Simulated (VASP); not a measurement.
# Ru (P6_3/mmc) in VASP: a series of runs

Runs on Ru. Level: LDA. Tasks: single point.

Program: VASP 6.6.1. These are calculated values, not measurements. Logs are shortened: lines on timing, memory, paths and dates and some standing lists are left out, and cuts for length are marked.

### Step 1. The cell of the first run

It takes space group P6_3/mmc (No. 194, hexagonal). Conventional cell: a = 2.675 Å, b = 2.675 Å, c = 4.224 Å, α = 90.00°, β = 90.00°, γ = 120.00°. Within 3.5 Å of Ru (site symmetry -6m2) lie 12 Ru at 2.62 to 2.67 Å.

### Step 2. Single point, LDA

Input file INCAR:

```
SYSTEM = Ru
ALGO = Normal
EDIFF = 1E-6
ENCUT = 520
GGA = CA
ISIF = 2
ISMEAR = -1
LASPH = .TRUE.
LCHARG = .FALSE.
LREAL = .FALSE.
LWAVE = .FALSE.
NBANDS = 21
NELM = 100
PREC = Accurate
SIGMA = 0.08
```

Input file KPOINTS:

```
k-points
0
G
  19 19 10
  0 0 0
```

Input file POSCAR:

```
Ru
1.0
    2.6749329043      0.0000000000      0.0000000000
   -1.3374664522      2.3165598486      0.0000000000
    0.0000000000      0.0000000000      4.2243485903
Ru
2
Direct
    0.3333333333      0.6666666667      0.2500000000
    0.6666666667      0.3333333333      0.7500000000
```

Potentials or basis: VASP PAW LDA potentials, release 64 (Ru_pv).

Started as:

```sh
> cat potpaw_LDA.64/Ru_pv/POTCAR > POTCAR
> mpirun -np 1 vasp_std > vasp.out
```

OUTCAR:

```text
SYSTEM = Ru
   EDIFF = 1E-6
   ENCUT = 520
   GGA = CA
   ISIF = 2
   ISMEAR = -1
   LASPH = .TRUE.
   LREAL = .FALSE.
   NELM = 100
   PREC = Accurate

 ion  position               nearest neighbor table
   1  0.333  0.667  0.250-   2 2.62   2 2.62   2 2.62   2 2.62   2 2.62   2 2.62
   2  0.667  0.333  0.750-   1 2.62   1 2.62   1 2.62   1 2.62   1 2.62   1 2.62

  LATTYP: Found a hexagonal cell.
 ALAT       =     2.6749329043
 C/A-ratio  =     1.5792353459

  Lattice vectors:

 A1 = (   2.6749329043,   0.0000000000,   0.0000000000)
 A2 = (  -1.3374664522,   2.3165598486,   0.0000000000)
 A3 = (   0.0000000000,   0.0000000000,   4.2243485903)

Analysis of symmetry for initial positions (statically):
=====================================================================
 Subroutine PRICEL returns:
 Original cell was already a primitive cell.

 Routine SETGRP: Setting up the symmetry group for a
 hexagonal supercell.

 Subroutine GETGRP returns: Found 24 space group operations
 (whereof 12 operations were pure point group operations)
 out of a pool of 24 trial point group operations.

The static configuration has the point symmetry D_3d.
 The point group associated with its full space group is D_6h.

Analysis of symmetry for dynamics (positions and initial velocities):
=====================================================================
 Subroutine PRICEL returns:
 Original cell was already a primitive cell.

 Routine SETGRP: Setting up the symmetry group for a
 hexagonal supercell.

 Subroutine GETGRP returns: Found 24 space group operations
 (whereof 12 operations were pure point group operations)
 out of a pool of 24 trial point group operations.

The dynamic configuration has the point symmetry D_3d.
 The point group associated with its full space group is D_6h.

 Subroutine INISYM returns: Found 24 space group operations
 (whereof 12 operations are pure point group operations),
 and found     1 'primitive' translations

----------------------------------------------------------------------------------------

                                     Primitive cell

  volume of cell :      26.1768

  direct lattice vectors                    reciprocal lattice vectors
     2.674932904  0.000000000  0.000000000     0.373841153  0.215837290  0.000000000
    -1.337466452  2.316559849  0.000000000     0.000000000  0.431674580  0.000000000
     0.000000000  0.000000000  4.224348590     0.000000000  0.000000000  0.236722888

[... 73 lines left out ...]
 SYSTEM =  Ru
   PREC   = accura    normal or accurate (medium, high low for compatibility)
   ISTART =      0    job   : 0-new  1-cont  2-samecut
   ICHARG =      2    charge: 1-file 2-atom 10-const
   ISPIN  =      1    spin polarized calculation?
   LNONCOLLINEAR =      F non collinear calculations
   LSORBIT =      F    spin-orbit coupling
   LASPH  =      T    aspherical Exc in radial PAW
   ENCUT  =  520.0 eV  38.22 Ry    6.18 a.u.   4.97  4.97  7.85*2*pi/ulx,y,z
   NELM   =    100;   NELMIN=  2; NELMDL= -5     # of ELM steps
   EDIFF  = 0.1E-05   stopping-criterion for ELM
   LREAL  =      F    real-space projection
   EDIFFG = 0.1E-04   stopping-criterion for IOM
   NSW    =      0    number of steps for IOM
   IBRION =     -1    ionic relax: 0-MD 1-quasi-New 2-CG
   NFREE  =      0    steps in history (QN), initial steepest desc. (CG)
   ISIF   =      2    stress and relaxation
   ISYM   =      2    0-nonsym 1-usesym 2-fastsym
   POTIM  = 0.5000    time-step for ionic-motion
   TEBEG  =    0.0;   TEEND  =   0.0 temperature during run
   PSTRESS=    0.0 pullay stress
   NELECT =      28.0000    total number of electrons
   NUPDOWN=      -1.0000    fix difference up-down
   EMIN   =  10.00;   EMAX   =-10.00  energy-range for DOS
   EFERMI =   0.00;   METHOD = LEGACY
   ISMEAR =    -1;   SIGMA  =   0.08  broadening in eV -4-tet -1-fermi 0-gaus
   EFERMI_NEDOS =   21; number of points for ismear=-14 and -15
   IALGO  =     38    algorithm
   IMIX   =      4    mixing-type and parameters
     AMIX     =   0.40;   BMIX     =  1.00
     AMIX_MAG =   1.60;   BMIX_MAG =  1.00
  volume/ion in A,a.u.               =      13.09        88.32
  Fermi-wavevector in a.u.,A,eV,Ry     =   1.674257  3.163887 38.138987  2.803136
  Thomas-Fermi vector in A             =   2.759084
   LORBIT       =      0    0 simple, 1 ext, 2 COOP (PROOUT), +10 PAW based schemes
   GGA     = CA    functional components
   LHFCALC =     F    Hartree Fock is set to
   AEXX    =    0.0000 exact exchange contribution
   IVDW    =     0    specifies the selected vdW correction
   LEPSILON=     F    determine dielectric tensor
   LRPA    =     F    only Hartree local field effects (RPA)
 non-spin polarized calculation
  energy-cutoff  :      520.00
  volume of cell :       26.18
 maximum number of plane-waves:       724
 NGX is ok and might be reduce to    20
   NGX =  9   NGY =  9   NGZ = 15

 number of electron      27.9999992 magnetization

 Free energy of the ion-electron system (eV)
  ---------------------------------------------------
  ext. energy  EPLUGINS =         0.00000000
  ---------------------------------------------------
  free energy    TOTEN  =       -21.40760465 eV

  energy without entropy =      -21.37651050  energy(sigma->0) =      -21.39205758

 E-fermi :  13.3965     XC(G=0): -14.6069

 val. band max:       13.3961163416   @ k =   0.2105  -0.0000   0.4000
 cond. band min:      13.3967538468   @ k =   0.3684   0.0000   0.3000
 fundamental gap:      0.0006375052
 Fermi energy:        13.3964875250

 k-point     1 :       0.0000    0.0000    0.0000
  band No.  band energies     occupation
      1     -30.2333      2.00000
      2     -29.1617      2.00000
      3     -29.1617      2.00000
      4     -28.9661      2.00000
      5     -28.9661      2.00000
      6     -28.9169      2.00000
[... 565 lines left out ...]
     20      23.3232      0.00000
     21      24.4756      0.00000

 [... further k-points ...]
[... 5 lines left out ...]
  --------------------------------------------------------------------------------------
  -------------------------------------------------------------------------------------
  Total        0.1604554      0.1604554      0.1753915     -0.0000000      0.0000000      0.0000000
  in kB        9.8208433      9.8208433     10.7350211     -0.0000000      0.0000000      0.0000000
  external PRESSURE =      10.1255692 kB  Pullay stress =       0.0000000 kB

 VOLUME and BASIS-vectors are now :
 -----------------------------------------------------------------------------
  energy-cutoff  :      520.00
  volume of cell :       26.18
      direct lattice vectors                 reciprocal lattice vectors
     2.674932904  0.000000000  0.000000000     0.373841153  0.215837290  0.000000000
    -1.337466452  2.316559849  0.000000000     0.000000000  0.431674580  0.000000000
     0.000000000  0.000000000  4.224348590     0.000000000  0.000000000  0.236722888

 POSITION                                       TOTAL-FORCE (eV/Angst)
 -----------------------------------------------------------------------------------
     -0.00000      1.54437      1.05609        -0.000000      0.000000      0.000000
      1.33747      0.77219      3.16826         0.000000     -0.000000      0.000000
 -----------------------------------------------------------------------------------
    total drift:                               -0.000000      0.000000     -0.000000

  FREE ENERGIE OF THE ION-ELECTRON SYSTEM (eV)
  ---------------------------------------------------
  free  energy   TOTEN  =       -21.4076046510 eV

  energy  without entropy=      -21.3765104990  energy(sigma->0) =      -21.39205758
```

stdout:

```text
POSCAR found type information on POSCAR Ru
 POSCAR found :  1 types and       2 ions
 scaLAPACK will be used
 LDA part: xc-table for (Slater(with rela. corr.)+CA(PZ))
 , standard interpolation
 POSCAR, INCAR and KPOINTS ok, starting setup
 FFT: planning ... GRIDC
 FFT: planning ... GRID_SOFT
 FFT: planning ... GRID
 WAVECAR not read
 entering main loop
```

Wall time 85 s (1 thread of AMD EPYC 7R43 (Zen 3), shared host); peak memory 0.16 GiB.

Results:

- Free energy: -21.4076 eV
- Pressure: 1.0 GPa
- Band gap on the k mesh: zero (band 14 reaches 14.93 eV, above the bottom of band 15 at 11.62 eV)

### Step 3. Single point, LDA

Input file INCAR:

```
SYSTEM = Ru
ALGO = Normal
EDIFF = 1E-6
ENCUT = 600
GGA = CA
GGA_COMPAT = .FALSE.
ISIF = 2
ISMEAR = -1
LASPH = .TRUE.
LCHARG = .FALSE.
LREAL = .FALSE.
LWAVE = .FALSE.
NBANDS = 23
NELM = 120
PREC = Accurate
SIGMA = 0.08
```

KPOINTS is that of step 2.

POSCAR is that of step 2.

Potentials or basis: VASP PAW LDA potentials, release 64 (Ru_sv).

Started as:

```sh
> cat potpaw_LDA.64/Ru_sv/POTCAR > POTCAR
> mpirun -np 1 vasp_std > vasp.out
```

Wall time 47 s (1 thread of Intel Xeon Platinum 8559C (Emerald Rapids), shared host); peak memory 0.24 GiB.

It converged, with:

* Free energy: -21.4179 eV
* Pressure: 0.7 GPa
* Band gap on the k mesh: zero (band 16 reaches 17.26 eV, above the bottom of band 17 at 13.95 eV)

Levels at points of the mesh, in eV from the Fermi level:
| k point | band 12 | band 13 | band 14 | band 15 | band 16 | band 17 | band 18 | band 19 | band 20 | band 21 |
| --- | --- | --- | --- | --- | --- | --- | --- | --- | --- | --- |
| (0.00, 0.00, 0.00) | -2.78 | -2.57 | -2.05 | -2.05 | -1.51 | -1.51 | 1.25 | 1.25 | 1.35 | 10.69 |
| (0.00, 0.00, 0.50) | -2.96 | -2.96 | -2.96 | -2.85 | -2.85 | 0.58 | 0.58 | 0.58 | 0.58 | 14.44 |
